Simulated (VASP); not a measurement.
ReRhO: single point with PBE

ReRhO:

```xyz
3
Lattice="2.9804 0.0000 0.0000 0.0000 2.9804 0.0000 0.0000 0.0000 4.2054" Properties=species:S:1:pos:R:3 pbc="T T T"
Re    0.0000    0.0000    2.1027
Rh    1.4902    1.4902    0.0000
O     1.4902    1.4902    2.1027
```

The cell was generated, and may not be a known phase.

- Program: VASP 6.6.1
- Task: single point
- Functional: PBE
- Potentials or basis: VASP PAW PBE potentials, release 64 (Re, Rh_pv, O)
- Cutoff: 520 eV
- k mesh: 6 × 6 × 4
- Occupations: gaussian, width 0.1 eV
- Spin: no spin polarisation

```yaml
Pressure: 1.3 GPa
Band_gap_on_the_k_mesh: zero (bands 14 and 15 overlap by 1.61 eV)
```

Stress tensor (GPa, compression positive):
```
 2.21  0.00  0.00
 0.00  2.21  0.00
 0.00  0.00 -0.47
```

Levels at points of the mesh, in eV from the Fermi level:
```tsv
k point	band 10	band 11	band 12	band 13	band 14	band 15	band 16	band 17	band 18	band 19
(0.00, 0.00, 0.00)	-3.09	-3.09	-2.77	-1.79	-1.47	-0.10	0.06	0.78	0.78	4.73
(0.50, 0.00, 0.00)	-3.36	-1.90	-1.76	-1.04	-0.81	-0.45	-0.24	2.96	4.39	5.33
(0.50, 0.50, 0.00)	-5.07	-1.17	0.12	0.58	0.58	0.77	0.97	1.38	4.02	4.02
(0.00, 0.00, 0.50)	-3.54	-1.99	-1.27	-1.27	-1.03	-1.03	-0.91	-0.73	0.00	3.05
(0.50, 0.00, 0.50)	-2.61	-1.21	-0.44	-0.30	-0.28	0.74	1.41	1.46	4.40	4.74
(0.50, 0.50, 0.50)	-3.79	-2.17	-2.17	-0.58	0.12	0.94	1.17	1.39	4.93	7.92
```

It took 55 s on 1 thread of Oxide Virtual Turin-like Processor (shared host), peak memory 0.13 GiB.

Caveat: the k points lie up to 0.37 Å⁻¹ apart, too coarse for converged energies and pressures of a metal; spin-orbit coupling is left out, which moves the levels of the heavy elements.
